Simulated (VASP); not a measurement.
# Mg7Te (Fm-3m) in VASP: further runs, part 2 of 2

VASP 6.6.1. The steps go on from the part before.

**5. Relaxation of cell and atoms, PBE**

This run uses another cell than the first one, of 18.32 Å³/atom.

INCAR reads:

```
PREC = Accurate
ENCUT = 600
EDIFF = 1E-6
ISMEAR = 0
SIGMA = 0.2
LREAL = F
LASPH = T
NELM = 80
ALGO = Normal
ISIF = 3
LWAVE = F
LCHARG = F
GGA = PE
IBRION = 2
NSW = 36
EDIFFG = -0.08
```

KPOINTS reads:

```
regular mesh
0
Gamma
  4 4 4
```

POSCAR reads:

```
Mg7Te
1.0
    0.0000000000      4.1850000000      4.1850000000
    4.1850000000      0.0000000000      4.1850000000
    4.1850000000      4.1850000000      0.0000000000
Mg Te
7 1
Direct
    0.5000000000      0.0000000000      0.0000000000
    0.0000000000      0.0000000000      0.5000000000
    0.0000000000      0.5000000000      0.0000000000
    0.0000000000      0.5000000000      0.5000000000
    0.5000000000      0.5000000000      0.0000000000
    0.5000000000      0.0000000000      0.5000000000
    0.5000000000      0.5000000000      0.5000000000
    0.0000000000      0.0000000000      0.0000000000
```

Potentials or basis: VASP PAW PBE potentials, release 64 (Mg, Te).

Command:

```bash
> cat potpaw_PBE.64/Mg/POTCAR potpaw_PBE.64/Te/POTCAR > POTCAR
> mpirun -np 1 vasp_std > vasp.out
```

OUTCAR:

```text
PREC = Accurate
   ENCUT = 600
   EDIFF = 1E-6
   ISMEAR = 0
   LREAL = F
   LASPH = T
   NELM = 80
   ISIF = 3
   GGA = PE
   IBRION = 2
   NSW = 36
   EDIFFG = -0.08

 ion  position               nearest neighbor table
   1  0.500  0.000  0.000-   5 2.96   6 2.96   8 2.96   2 2.96   6 2.96   7 2.96   3 2.96   5 2.96
                             7 2.96   2 2.96   3 2.96   8 2.96
   2  0.000  0.000  0.500-   4 2.96   6 2.96   8 2.96   1 2.96   3 2.96   8 2.96   3 2.96   4 2.96
                             7 2.96   1 2.96   6 2.96   7 2.96
   3  0.000  0.500  0.000-   4 2.96   5 2.96   8 2.96   2 2.96   4 2.96   7 2.96   1 2.96   2 2.96
                             8 2.96   1 2.96   5 2.96   7 2.96
   4  0.000  0.500  0.500-   2 2.96   3 2.96   7 2.96   3 2.96   5 2.96   8 2.96   2 2.96   6 2.96
                             8 2.96   5 2.96   6 2.96   7 2.96
   5  0.500  0.500  0.000-   1 2.96   3 2.96   7 2.96   4 2.96   6 2.96   7 2.96   1 2.96   6 2.96
                             8 2.96   3 2.96   4 2.96   8 2.96
   6  0.500  0.000  0.500-   1 2.96   2 2.96   7 2.96   1 2.96   5 2.96   8 2.96   4 2.96   5 2.96
                             7 2.96   2 2.96   4 2.96   8 2.96
[... 529 lines left out ...]
      8       1.4682      2.00000
      9       3.4493      1.91531
     10       3.4493      1.91531
     11       4.3557      0.00000
     12       5.0691      0.00000
     13       5.3669      0.00000
     14       6.1882      0.00000
     15       6.1882      0.00000

------------------------ aborting loop because EDIFF is reached ----------------------------------------

  FORCE on cell =-STRESS in cart. coord.  units (eV):
  Direction    XX          YY          ZZ          XY          YZ          ZX
  --------------------------------------------------------------------------------------
  -------------------------------------------------------------------------------------
  Total        0.1678963      0.1678963      0.1678963      0.0000000     -0.0000000     -0.0000000
  in kB        1.4311219      1.4311219      1.4311219      0.0000000     -0.0000000     -0.0000000
  external PRESSURE =       1.4311219 kB  Pullay stress =       0.0000000 kB

 VOLUME and BASIS-vectors are now :
 -----------------------------------------------------------------------------
  energy-cutoff  :      600.00
  volume of cell :      187.96
      direct lattice vectors                 reciprocal lattice vectors
    -0.000000000  4.546546810  4.546546810    -0.109973574  0.109973574  0.109973574
     4.546546810  0.000000000  4.546546810     0.109973574 -0.109973574  0.109973574
     4.546546810  4.546546810 -0.000000000     0.109973574  0.109973574 -0.109973574

 POSITION                                       TOTAL-FORCE (eV/Angst)
 -----------------------------------------------------------------------------------
      9.09309      6.81982      6.81982        -0.000000     -0.000000      0.000000
      6.81982      6.81982      9.09309        -0.000000     -0.000000      0.000000
      6.81982      9.09309      6.81982         0.000000      0.000000     -0.000000
      4.54655      2.27327      2.27327        -0.000000      0.000000      0.000000
      2.27327      2.27327      4.54655         0.000000      0.000000      0.000000
      6.81982      4.54655      6.81982         0.000000      0.000000     -0.000000
      4.54655      4.54655      4.54655        -0.000000     -0.000000     -0.000000
      0.00000      0.00000      0.00000        -0.000000      0.000000     -0.000000
 -----------------------------------------------------------------------------------
    total drift:                                0.000000      0.000000     -0.000000

  FREE ENERGIE OF THE ION-ELECTRON SYSTEM (eV)
  ---------------------------------------------------
  free  energy   TOTEN  =       -14.5294446201 eV

  energy  without entropy=      -14.4643970669  energy(sigma->0) =      -14.49692084

 reached required accuracy - stopping structural energy minimisation
```

OSZICAR:

```text
N       E                     dE             d eps       ncg     rms          rms(c)
DAV:   1     0.437170622746E+02    0.43717E+02   -0.70565E+03   240   0.113E+03
DAV:   2    -0.961979941095E+01   -0.53337E+02   -0.51233E+02   310   0.129E+02
DAV:   3    -0.130226369135E+02   -0.34028E+01   -0.31590E+01   317   0.282E+01
[... 20 lines left out ...]
DAV:   9    -0.145294461754E+02    0.66486E-04   -0.13829E-04   268   0.732E-02    0.175E-02
DAV:  10    -0.145294477123E+02   -0.15369E-05   -0.11529E-04   282   0.459E-02    0.371E-02
DAV:  11    -0.145294460781E+02    0.16343E-05   -0.88480E-06   275   0.185E-02    0.257E-02
DAV:  12    -0.145294448299E+02    0.12482E-05   -0.17924E-06   171   0.593E-03    0.300E-03
DAV:  13    -0.145294446201E+02    0.20984E-06   -0.13978E-06   178   0.547E-03
   2 F= -.14529445E+02 E0= -.14496921E+02  d E =-.165522E+01
```

Wall time 2.2 min (1 thread of Intel Xeon 8259CL, shared host); peak memory 0.33 GiB.

What came out:

| Property | Result |
| --- | --- |
| Free energy | -14.5294 eV |
| Relaxed volume | 23.50 Å³/atom |
| Relaxed cell | a = 6.430 Å, b = 6.430 Å, c = 6.430 Å, α = 60.00°, β = 60.00°, γ = 60.00° |
| Space group after relaxing (to 0.1 Å) | Fm-3m (No. 225) |
| Energy gained by relaxing | 206.9 meV/atom |
| Ionic steps | 2 |
| Pressure after relaxing | 0.1 GPa |
| Band gap on the k mesh | zero (bands 10 and 11 overlap by 1.22 eV) |

The path:
| step | energy change (eV) | largest force (eV/Å) | pressure (GPa) | volume (Å³) |
| --- | --- | --- | --- | --- |
| 1 | 0.0000 | 0.0000 | 15.66 | 146.59 |
| 2 | -1.6552 | 0.0000 | 0.14 | 187.96 |

Final structure:
```yaml
crystal:
  lattice:
    - [0.00000, 4.54655, 4.54655]
    - [4.54655, 0.00000, 4.54655]
    - [4.54655, 4.54655, 0.00000]
  atoms:
    - { symbol: Mg, position: [0.50000, 0.00000, 0.00000] }
    - { symbol: Mg, position: [0.00000, 0.00000, 0.50000] }
    - { symbol: Mg, position: [0.00000, 0.50000, 0.00000] }
    - { symbol: Mg, position: [0.00000, 0.50000, 0.50000] }
    - { symbol: Mg, position: [0.50000, 0.50000, 0.00000] }
    - { symbol: Mg, position: [0.50000, 0.00000, 0.50000] }
    - { symbol: Mg, position: [0.50000, 0.50000, 0.50000] }
    - { symbol: Te, position: [0.00000, 0.00000, 0.00000] }
```

Caveat: the volume moved by over 15 % at a fixed basis, so the end points are rough; spin-orbit coupling is left out, which moves the levels of the heavy elements.

**6. The runs side by side**

```tsv
task	cell	k mesh	cutoff (eV)	smearing	gap on the mesh (eV)	pressure (GPa)
single point	a = 6.437 Å, angles 60.0°, 8 atoms	4 × 4 × 4	520	gaussian 0.2 eV	none	0.0
single point	a = 6.438 Å, angles 60.0°, 8 atoms	6 × 6 × 6	520	gaussian 0.1 eV	none	-0.1
single point	a = 6.437 Å, angles 60.0°, 8 atoms	6 × 6 × 6	520	gaussian 0.1 eV	none	-0.1
relaxation of cell and atoms	relaxed from a = 5.918 Å, angles 60.0°, 8 atoms	4 × 4 × 4	600	gaussian 0.2 eV	none	0.1
```

Alike in all rows: level PBE; potentials or basis VASP PAW PBE potentials, release 64 (Mg, Te); no spin polarisation.

Caveats: spin-orbit coupling is left out, which moves the levels of the heavy elements; the volume moved by over 15 % at a fixed basis, so the end points are rough (at least some runs).

Absolute energies hang on the potentials; compare differences alone.
